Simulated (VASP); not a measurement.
Wanted: the native input for a VASP 6.6.1 run.

```
Task                   : relaxation of cell and atoms
Functional             : PBE
Potentials or basis    : VASP PAW PBE potentials, release 64 (Sr_sv, Ti_sv, O)
Cutoff                 : 600 eV
k mesh                 : 6 × 6 × 6
Occupations            : gaussian, width 0.01 eV
Spin                   : no spin polarisation
Dipole correction      : no
Further INCAR settings : ALGO = Normal; EDIFF = 1e-07; IBRION = 2; EDIFFG = -0.003; NSW = 80; ISIF = 3
```

The structure of SrTiO3 lies in POSCAR:

```
SrTiO3
1.0
   -2.7000000000      2.7000000000      3.8500000000
    2.7000000000     -2.7000000000      3.8500000000
    2.7000000000      2.7000000000     -3.8500000000
Sr Ti O
2 2 6
Direct
    0.7500000000      0.2500000000      0.5000000000
    0.2500000000      0.7500000000      0.5000000000
    0.0000000000      0.0000000000      0.0000000000
    0.5000000000      0.5000000000      0.0000000000
    0.2500000000      0.2500000000      0.0000000000
    0.7500000000      0.7500000000      0.0000000000
    0.7700000000      0.2700000000      0.0400000000
    0.2300000000      0.7300000000      0.9600000000
    0.2700000000      0.2300000000      0.5000000000
    0.7300000000      0.7700000000      0.5000000000
```

One way to write it, as run:

INCAR

```
SYSTEM = SrTiO3
PREC = Accurate ; ENCUT = 600
EDIFF = 1E-7 ; ISMEAR = 0
SIGMA = 0.01 ; LREAL = .FALSE.
LASPH = .TRUE. ; NELM = 60
ALGO = Normal ; ISIF = 3
LWAVE = .FALSE. ; LCHARG = .FALSE.
GGA = PE ; IBRION = 2
NSW = 80 ; EDIFFG = -0.003
```

KPOINTS

```
regular mesh
0
G
  6 6 6
  0 0 0
```

Potentials or basis: VASP PAW PBE potentials, release 64 (Sr_sv, Ti_sv, O).

The run is started by

```console
$ cat potpaw_PBE.64/Sr_sv/POTCAR potpaw_PBE.64/Ti_sv/POTCAR potpaw_PBE.64/O/POTCAR > POTCAR
$ mpirun -np 1 vasp_std > vasp.out
```

Results of the run:

```json
{
 "Relaxed volume": "12.22 Å³/atom",
 "Relaxed cell": "a = 5.574 Å, b = 5.574 Å, c = 5.574 Å, α = 120.13°, β = 120.13°, γ = 89.77°",
 "Space group after relaxing (to 0.1 Å)": "I4/mcm (No. 140)",
 "Energy gained by relaxing": "49.7 meV/atom",
 "Ionic steps": "9",
 "Pressure after relaxing": "0.0 GPa",
 "Band gap on the k mesh": "1.88 eV"
}
```

Wall time 27 min on 1 thread of Intel(R) Xeon(R) Platinum 8259CL CPU @ 2.50GHz (Skylake/Cascade Lake), on a shared host, peak memory 0.45 GiB.
